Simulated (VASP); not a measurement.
A run of VASP 6.6.1 is set up as follows.

INCAR

```
PREC = Accurate
ENCUT = 520
EDIFF = 1E-8
ISMEAR = -1
SIGMA = 0.05
LREAL = False
LASPH = True
NELM = 80
ALGO = Normal
ISIF = 2
LWAVE = False
LCHARG = False
GGA = CA
LEFG = True
NBANDS = 11
```

Contents of KPOINTS:

```
regular mesh
0
Gamma
  12 12 9
```

File POSCAR:

```
MgB2
1.0
    3.0850007055     -0.0154250035     -0.0154250035
   -1.5558587977      2.6794014835     -0.0056459431
   -0.0176150000     -0.0176150000      3.5230000000
Mg B
1 2
Direct
    0.0000000000      0.0000000000      0.0000000000
    0.3333333333      0.6666666667      0.5000000000
    0.6666666667      0.3333333333      0.5000000000
```

Potentials or basis: VASP PAW LDA potentials, release 64 (Mg, B).

Launch:

```console
$ cat potpaw_LDA.64/Mg/POTCAR potpaw_LDA.64/B/POTCAR > POTCAR
$ mpirun -np 1 vasp_std > vasp.out
```

**Question.** Predict the pressure.

**Answer.** -8.1 GPa.

**Question.** Predict the band gap on the k mesh.

**Answer.** Zero (bands 4 and 5 overlap by 3.65 eV).

**Question.** Predict the largest force.

**Answer.** 0.015 eV/Å.

Stress tensor (GPa, compression positive):
```
-8.53  1.96  0.75
 1.96 -8.55  0.75
 0.75  0.75 -7.37
```

Caveat: the cell differs from its parent crystal (equal xy, yz and zx shear strains of -1 %); the cell stands under tension; without QUAD_EFG the Cq values of the log hold for a quadrupole moment of 1 mb, not for the nuclei.
